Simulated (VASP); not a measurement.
Wanted: the native input for a VASP 6.6.1 run.

```
Task                   : single point
Functional             : PBE
Potentials or basis    : VASP PAW PBE potentials, release 64 (Si, C)
Cutoff                 : 600 eV
k mesh                 : 7 × 7 × 7
Occupations            : fermi-dirac, width 0.04 eV
Spin                   : no spin polarisation
Dipole correction      : no
Further INCAR settings : ALGO = Normal; EDIFF = 1e-06; NBANDS = 11
```

The structure of SiC (Moissanite 3C) lies in POSCAR:

```
SiC
1.0
    0.0000000000      2.1790000000      2.1790000000
    2.1790000000      0.0000000000      2.1790000000
    2.1790000000      2.1790000000      0.0000000000
Si C
1 1
Direct
    0.0000000000      0.0000000000      0.0000000000
    0.7500000000      0.7500000000      0.7500000000
```

The input as run:

INCAR

```
SYSTEM = SiC
  PREC = Accurate
  ENCUT = 600
  EDIFF = 1E-6
  ISMEAR = -1
  SIGMA = 0.04
  LREAL = .False.
  LASPH = .True.
  NELM = 120
  ALGO = Normal
  ISIF = 2
  LWAVE = .False.
  LCHARG = .False.
  GGA = PE
  NBANDS = 11
  GGA_COMPAT = .False.
```

KPOINTS

```
Automatic mesh
0
Gamma
  7 7 7
  0 0 0
```

Potentials or basis: VASP PAW PBE potentials, release 64 (Si, C).

Launch:

```bash
$ cat potpaw_PBE.64/Si/POTCAR potpaw_PBE.64/C/POTCAR > POTCAR
$ mpirun -np 1 vasp_std > vasp.out
```

It gave:

- Pressure: 3.1 GPa
- Band gap on the k mesh: 1.60 eV, indirect (least direct gap 4.67 eV)

Run time: 5.1 s on 1 thread of Intel(R) Xeon(R) Platinum 8559C (Emerald Rapids), on a shared host, peak memory 0.14 GiB.
